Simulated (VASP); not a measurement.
# ZnCd3Si4P8 (P1) in VASP: a series of runs, part 2 of 2

VASP 6.6.1. The steps go on from the part before.

### 4 Single point, PBEsol

INCAR

```
PREC = Accurate
ENCUT = 500
EDIFF = 1E-6
ISMEAR = -1
SIGMA = 0.05
LREAL = Auto
LASPH = T
NELM = 120
ALGO = Normal
ISIF = 2
LWAVE = F
LCHARG = T
GGA = PS
LELF = T
LVHAR = T
ISYM = -1
NBANDS = 126
GGA_COMPAT = F
```

KPOINTS

```
explicit points
1
Reciprocal
  0.25000000   0.25000000   0.25000000 1
```

POSCAR

```
ZnCd3Si4P8
1.0
   11.1432480000     -0.0000590000     -0.0000240000
   -0.0000300000      5.5716240000     -0.0000120000
   -0.0000220000     -0.0000220000     10.4867670000
Cd Zn Si P
6 2 8 16
Direct
    0.9968300000      0.9906180000      0.9994470000
    0.9987700000      0.5021820000      0.2491920000
    0.5030030000      0.4993620000      0.2514020000
    0.2523840000      0.9984920000      0.7501020000
    0.2477820000      0.4971790000      0.4976740000
    0.7510920000      0.4975630000      0.5013200000
    0.4998640000      0.0000620000      0.0013580000
    0.7505520000      0.0009560000      0.7509100000
    0.0024690000      0.0046530000      0.5009600000
    0.4971210000      0.0069280000      0.5003880000
    0.2498380000      0.0009950000      0.2499980000
    0.7517610000      0.0067900000      0.2504930000
    0.2463770000      0.4982650000      0.9986000000
    0.7514910000      0.4927460000      0.0043680000
    0.9995030000      0.5088620000      0.7515020000
    0.4983230000      0.5015410000      0.7502000000
    0.1396370000      0.2470110000      0.1244100000
    0.6437810000      0.2495630000      0.1228060000
    0.1072560000      0.2522060000      0.6234190000
    0.6041090000      0.2487900000      0.6263980000
    0.3577160000      0.7533580000      0.1237720000
    0.8552150000      0.7479530000      0.1272680000
    0.3763910000      0.2111450000      0.3731740000
    0.8740230000      0.2087260000      0.3726780000
    0.1252040000      0.7910910000      0.3755410000
    0.6245010000      0.7875640000      0.3775030000
    0.1262130000      0.7143070000      0.8741900000
    0.6234060000      0.7212790000      0.8739260000
    0.3901190000      0.7434800000      0.6264830000
    0.8931560000      0.7484900000      0.6233220000
    0.3773330000      0.2876970000      0.8743120000
    0.8770490000      0.2830270000      0.8756890000
```

Potentials or basis: VASP PAW PBE potentials, release 64 (Cd, Zn, Si, P).

The run is started by

```console
cat potpaw_PBE.64/Cd/POTCAR potpaw_PBE.64/Zn/POTCAR potpaw_PBE.64/Si/POTCAR potpaw_PBE.64/P/POTCAR > POTCAR
mpirun -np 1 vasp_std > vasp.out
```

OUTCAR:

```text
PREC = Accurate
   ENCUT = 500
   EDIFF = 1E-6
   ISMEAR = -1
   LREAL = Auto
   LASPH = T
   NELM = 120
   ISIF = 2
   GGA = PS
   ISYM = -1

 ion  position               nearest neighbor table
   1  0.997  0.991  0.999-  22 2.47  32 2.47  27 2.48  17 2.51   2 3.78
   2  0.999  0.502  0.249-  22 2.46  17 2.49  24 2.51  25 2.52   1 3.78
   3  0.503  0.499  0.251-  26 2.48  23 2.49  18 2.49  21 2.53
   4  0.252  0.998  0.750-  29 2.46  27 2.49  31 2.50  19 2.53
[... 325 lines left out ...]
  Total        2.7274159      2.7561468      2.9067427      0.8057600     -0.2961068     -1.4533578
  in kB        6.7116103      6.7823112      7.1528968      1.9828099     -0.7286579     -3.5764151
  external PRESSURE =       6.8822727 kB  Pullay stress =       0.0000000 kB

 VOLUME and BASIS-vectors are now :
 -----------------------------------------------------------------------------
  energy-cutoff  :      500.00
  volume of cell :      651.08
      direct lattice vectors                 reciprocal lattice vectors
    11.143248000 -0.000059000 -0.000024000     0.089740442  0.000000483  0.000000188
    -0.000030000  5.571624000 -0.000012000     0.000000950  0.179480884  0.000000377
    -0.000022000 -0.000022000 10.486767000     0.000000205  0.000000205  0.095358274

 POSITION                                       TOTAL-FORCE (eV/Angst)
 -----------------------------------------------------------------------------------
     11.10787      5.51927     10.48093         0.151001      0.068924      0.041758
     11.12952      2.79790      2.61319         0.163014      0.002111      0.195213
      5.60507      2.78222      2.63638        -0.121123      0.191856     -0.163656
      2.81233      5.56319      7.86613        -0.077715      0.269968      0.004968
      2.76107      2.77007      5.21898         0.229259      0.069968     -0.096107
      8.36958      2.77218      5.25720        -0.184774     -0.086341     -0.051893
[... 24 lines left out ...]
      4.20469      1.60290      9.16869         0.103618     -0.393142      0.904277
      9.77315      1.57685      9.18312        -0.709902     -0.009052     -0.570561
 -----------------------------------------------------------------------------------
    total drift:                                0.019333     -0.012533     -0.012102

  FREE ENERGIE OF THE ION-ELECTRON SYSTEM (eV)
  ---------------------------------------------------
  free  energy   TOTEN  =      -155.1658588340 eV

  energy  without entropy=     -155.1658588324  energy(sigma->0) =     -155.16585883
```

Run time: 1.8 min. Hardware: 1 thread of Intel Xeon 6975P-C (Granite Rapids), shared host; peak memory 0.6 GiB.

Results:

* Free energy: -155.1659 eV
* Pressure: 0.7 GPa
* Largest force: 1.217 eV/Å
* Band gap on the k mesh: 2.21 eV

Forces on the atoms (eV/Å):
```
Cd   0.151  0.069  0.042
Cd   0.163  0.002  0.195
Cd  -0.121  0.192 -0.164
Cd  -0.078  0.270  0.005
Cd   0.229  0.070 -0.096
Cd  -0.185 -0.086 -0.052
Zn   0.002  0.013 -0.147
Zn  -0.036 -0.027 -0.042
Si  -0.390 -0.181 -0.086
Si   0.181 -0.813  0.303
Si   0.000  0.062 -0.202
Si  -0.761 -0.668 -0.093
Si   0.635 -0.014  0.277
Si  -0.150  0.774 -0.927
Si   0.026 -0.526 -0.211
Si   0.333  0.247  0.071
P    0.571  0.000  0.006
P   -0.538 -0.905 -0.099
P   -0.498  0.086  0.512
P    0.526 -0.455  0.460
P    0.026  0.114 -0.546
P   -0.438 -0.034 -0.092
P   -0.330  0.013 -0.106
P    0.491  0.123  0.488
P   -0.030  0.132 -0.114
P    0.167  0.653 -0.082
P   -0.143 -0.216 -0.027
P    0.399  0.351  0.342
P    0.592  0.309 -0.531
P   -0.188  0.848  0.582
P    0.104 -0.393  0.904
P   -0.710 -0.009 -0.571
```

Levels at points of the mesh, in eV from the valence-band top:
```tsv
k point	band 102	band 103	band 104	band 105	band 106	band 107
(0.25, 0.25, 0.25)	-0.09	-0.03	0.00	2.21	2.45	2.47
```

Caveat: the PAW data sets were made with another functional, which shifts forces and pressure a little; a shifted mesh leaves out Γ, where band edges can lie.

### 5 Single point, PBEsol

INCAR

```
SYSTEM = ZnCd3Si4P8
PREC     = Accurate       ! precision mode
ENCUT    = 500            ! plane-wave cutoff, eV
EDIFF    = 1E-6           ! SCF threshold, eV
ISMEAR   = -1             ! smearing method
SIGMA    = 0.05           ! smearing width, eV
LREAL    = Auto         
LASPH    = .True.         ! aspherical terms in the spheres
NELM     = 120            ! most SCF steps
ALGO     = Normal         ! electronic algorithm
ISIF     = 2              ! what is computed and relaxed
LWAVE    = .False.        ! write WAVECAR
LCHARG   = .False.        ! write CHGCAR
GGA      = PS             ! functional
NBANDS   = 126            ! bands
ISYM     = -1           
GGA_COMPAT= .False.
```

KPOINTS is that of step 4.

POSCAR is that of step 4.

Potentials or basis: VASP PAW PBE potentials, release 64 (Cd, Zn, Si, P).

The run is started by

```console
cat potpaw_PBE.64/Cd/POTCAR potpaw_PBE.64/Zn/POTCAR potpaw_PBE.64/Si/POTCAR potpaw_PBE.64/P/POTCAR > POTCAR
mpirun -np 1 vasp_std > vasp.out
```

OUTCAR:

```text
SYSTEM = ZnCd3Si4P8
   PREC = Accurate
   ENCUT = 500
   EDIFF = 1E-6
   ISMEAR = -1
   LREAL = Auto
   LASPH = .True.
   NELM = 120
   ISIF = 2
   GGA = PS
   ISYM = -1

 ion  position               nearest neighbor table
   1  0.997  0.991  0.999-  22 2.47  32 2.47  27 2.48  17 2.51   2 3.78
   2  0.999  0.502  0.249-  22 2.46  17 2.49  24 2.51  25 2.52   1 3.78
   3  0.503  0.499  0.251-  26 2.48  23 2.49  18 2.49  21 2.53
   4  0.252  0.998  0.750-  29 2.46  27 2.49  31 2.50  19 2.53
   5  0.248  0.497  0.498-  19 2.46  25 2.49  29 2.49  23 2.51
   6  0.751  0.498  0.501-  30 2.47  24 2.51  26 2.51  20 2.51
   7  0.500  0.000  0.001-  21 2.46  28 2.47  18 2.48  31 2.49
   8  0.751  0.001  0.751-  28 2.47  32 2.48  20 2.50  30 2.51
[... 22 lines left out ...]
  31  0.377  0.288  0.874-  16 2.22  13 2.28   7 2.49   4 2.50
  32  0.877  0.283  0.876-  15 2.27  14 2.27   1 2.47   8 2.48

IMPORTANT INFORMATION: All symmetrisations will be switched off!
NOSYMM: (Re-)initialisation of all symmetry stuff for point group C_1.

----------------------------------------------------------------------------------------
[... 167 lines left out ...]
  band No.  band energies     occupation
      1      -8.3663      2.00000
      2      -8.0610      2.00000
      3      -7.9545      2.00000
      4      -7.7769      2.00000
      5      -7.3001      2.00000
      6      -7.2278      2.00000
[... 108 lines left out ...]
    115       7.0136      0.00000
    116       7.0930      0.00000
 [bands above 116 left out]

------------------------ aborting loop because EDIFF is reached ----------------------------------------

  FORCE on cell =-STRESS in cart. coord.  units (eV):
  Direction    XX          YY          ZZ          XY          YZ          ZX
  --------------------------------------------------------------------------------------
  -------------------------------------------------------------------------------------
  Total        2.7274159      2.7561468      2.9067427      0.8057600     -0.2961068     -1.4533578
  in kB        6.7116103      6.7823112      7.1528968      1.9828099     -0.7286579     -3.5764151
  external PRESSURE =       6.8822727 kB  Pullay stress =       0.0000000 kB

 VOLUME and BASIS-vectors are now :
 -----------------------------------------------------------------------------
  energy-cutoff  :      500.00
  volume of cell :      651.08
      direct lattice vectors                 reciprocal lattice vectors
    11.143248000 -0.000059000 -0.000024000     0.089740442  0.000000483  0.000000188
    -0.000030000  5.571624000 -0.000012000     0.000000950  0.179480884  0.000000377
    -0.000022000 -0.000022000 10.486767000     0.000000205  0.000000205  0.095358274

 POSITION                                       TOTAL-FORCE (eV/Angst)
 -----------------------------------------------------------------------------------
     11.10787      5.51927     10.48093         0.151001      0.068924      0.041758
     11.12952      2.79790      2.61319         0.163014      0.002111      0.195213
      5.60507      2.78222      2.63638        -0.121123      0.191856     -0.163656
      2.81233      5.56319      7.86613        -0.077715      0.269968      0.004968
      2.76107      2.77007      5.21898         0.229259      0.069968     -0.096107
      8.36958      2.77218      5.25720        -0.184774     -0.086341     -0.051893
[... 24 lines left out ...]
      4.20469      1.60290      9.16869         0.103618     -0.393142      0.904277
      9.77315      1.57685      9.18312        -0.709902     -0.009052     -0.570561
 -----------------------------------------------------------------------------------
    total drift:                                0.019333     -0.012533     -0.012102

  FREE ENERGIE OF THE ION-ELECTRON SYSTEM (eV)
  ---------------------------------------------------
  free  energy   TOTEN  =      -155.1658588340 eV

  energy  without entropy=     -155.1658588324  energy(sigma->0) =     -155.16585883
```

OSZICAR:

```text
N       E                     dE             d eps       ncg     rms          rms(c)
DAV:   1     0.133073801017E+04    0.13307E+04   -0.88651E+04   252   0.149E+03
DAV:   2    -0.188231314253E+02   -0.13496E+04   -0.12864E+04   276   0.347E+02
DAV:   3    -0.156045208353E+03   -0.13722E+03   -0.13407E+03   290   0.112E+02
DAV:   4    -0.161374309034E+03   -0.53291E+01   -0.52819E+01   296   0.226E+01
DAV:   5    -0.161552164690E+03   -0.17786E+00   -0.17753E+00   304   0.391E+00    0.256E+01
DAV:   6    -0.155557124192E+03    0.59950E+01   -0.13434E+01   320   0.357E+01    0.178E+01
DAV:   7    -0.155298426475E+03    0.25870E+00   -0.12514E+01   296   0.992E+00    0.788E+00
DAV:   8    -0.155176990486E+03    0.12144E+00   -0.13495E+00   280   0.637E+00    0.249E+00
DAV:   9    -0.155171915173E+03    0.50753E-02   -0.11057E-01   296   0.213E+00    0.872E-01
DAV:  10    -0.155166049772E+03    0.58654E-02   -0.26966E-02   280   0.468E-01    0.333E-01
DAV:  11    -0.155165820858E+03    0.22891E-03   -0.79654E-03   344   0.491E-01    0.204E-01
DAV:  12    -0.155165841387E+03   -0.20529E-04   -0.12877E-03   312   0.205E-01    0.125E-01
DAV:  13    -0.155165861091E+03   -0.19704E-04   -0.11565E-04   304   0.442E-02    0.612E-02
DAV:  14    -0.155165864160E+03   -0.30692E-05   -0.21996E-05   320   0.392E-02    0.302E-02
DAV:  15    -0.155165858169E+03    0.59907E-05   -0.28982E-05   312   0.305E-02    0.115E-02
DAV:  16    -0.155165858834E+03   -0.66462E-06   -0.66890E-06   248   0.757E-03
   1 F= -.15516586E+03 E0= -.15516586E+03  d E =-.162009E-08
```

Run time: 1.8 min. Hardware: 1 thread of Intel Xeon 6975P-C (Granite Rapids), shared host; peak memory 0.6 GiB.

What came out:

| Item | Value |
| --- | --- |
| Free energy | -155.1659 eV |
| Pressure | 0.7 GPa |
| Largest force | 1.217 eV/Å |
| Band gap on the k mesh | 2.21 eV |

Forces in eV/Å, atoms in the order of the input:
```
Cd   0.151  0.069  0.042
Cd   0.163  0.002  0.195
Cd  -0.121  0.192 -0.164
Cd  -0.078  0.270  0.005
Cd   0.229  0.070 -0.096
Cd  -0.185 -0.086 -0.052
Zn   0.002  0.013 -0.147
Zn  -0.036 -0.027 -0.042
Si  -0.390 -0.181 -0.086
Si   0.181 -0.813  0.303
Si   0.000  0.062 -0.202
Si  -0.761 -0.668 -0.093
Si   0.635 -0.014  0.277
Si  -0.150  0.774 -0.927
Si   0.026 -0.526 -0.211
Si   0.333  0.247  0.071
P    0.571  0.000  0.006
P   -0.538 -0.905 -0.099
P   -0.498  0.086  0.512
P    0.526 -0.455  0.460
P    0.026  0.114 -0.546
P   -0.438 -0.034 -0.092
P   -0.330  0.013 -0.106
P    0.491  0.123  0.488
P   -0.030  0.132 -0.114
P    0.167  0.653 -0.082
P   -0.143 -0.216 -0.027
P    0.399  0.351  0.342
P    0.592  0.309 -0.531
P   -0.188  0.848  0.582
P    0.104 -0.393  0.904
P   -0.710 -0.009 -0.571
```

Stress tensor (GPa, compression positive):
```
 0.67  0.20 -0.36
 0.20  0.68 -0.07
-0.36 -0.07  0.72
```

Caveat: the PAW data sets were made with another functional, which shifts forces and pressure a little; a shifted mesh leaves out Γ, where band edges can lie.

### 6 The runs side by side

```csv
spin,k mesh,mended,gap on the mesh (eV),pressure (GPa),moment (μB),largest force (eV/Å)
collinear,1 × 1 × 2,-,1.19,0.4,0.00,1.22
collinear,"1 × 1 × 1, shifted",-,2.18,0.7,0.00,1.20
off,"1 × 1 × 1, shifted",yes,2.21,0.7,-,1.22
```

Alike in all rows: task single point; level PBEsol; potentials or basis VASP PAW PBE potentials, release 64 (Cd, Zn, Si, P); cell as given; cutoff (eV) 500; smearing fermi-dirac 0.05 eV.

Caveats: some runs use coarse meshes; the PAW data sets were made with another functional, which shifts forces and pressure a little; a shifted mesh leaves out Γ, where band edges can lie (at least some runs); an odd mesh through Γ misses points on the zone boundary, where band edges can lie (at least some runs).

Total energies depend on the potentials used, so only differences within one code and one set of settings carry meaning.
